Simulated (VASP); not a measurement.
Crystal: Re.

```
CELL_PARAMETERS angstrom
0.00000 2.42284 2.42284
2.42284 0.00000 2.42284
2.42284 2.42284 0.00000
ATOMIC_POSITIONS crystal
Re 0.87500 0.87500 0.87500
Re 0.12500 0.12500 0.12500
```

This cell differs from its parent crystal: volume scaled by 0.65.

Base run:

* Program: VASP 6.6.1
* Functional: PBEsol
* Potentials or basis: VASP PAW PBE potentials, release 64 (Re_sv_GW)
* Cutoff: 500 eV
* k mesh: 12 × 12 × 12
* Occupations: fermi-dirac, width 0.05 eV
* Spin: no spin polarisation

Its results: band gap on the k mesh zero (band 15 reaches 14.59 eV, above the bottom of band 16 at 12.39 eV); pressure 199.5 GPa.

Problem. The run is repeated on the same cell with these changes: potentials or basis from VASP PAW PBE potentials, release 64 (Re_sv_GW) to VASP PAW PBE potentials, release 64 (Re); cutoff from 500 eV to 520 eV; further incar settings from ALGO = Normal; EDIFF = 1e-06; NBANDS = 22 to ALGO = Normal; EDIFF = 1e-07; NBANDS = 14; valence electrons from 30 to 14. What comes out?

Solution. Band gap on the k mesh zero (band 7 reaches 9.28 eV, above the bottom of band 8 at 7.24 eV); pressure 178.7 GPa.

Caveats: the PAW data sets were made with another functional, which shifts forces and pressure a little; spin-orbit coupling is left out, which moves the levels of the heavy elements.
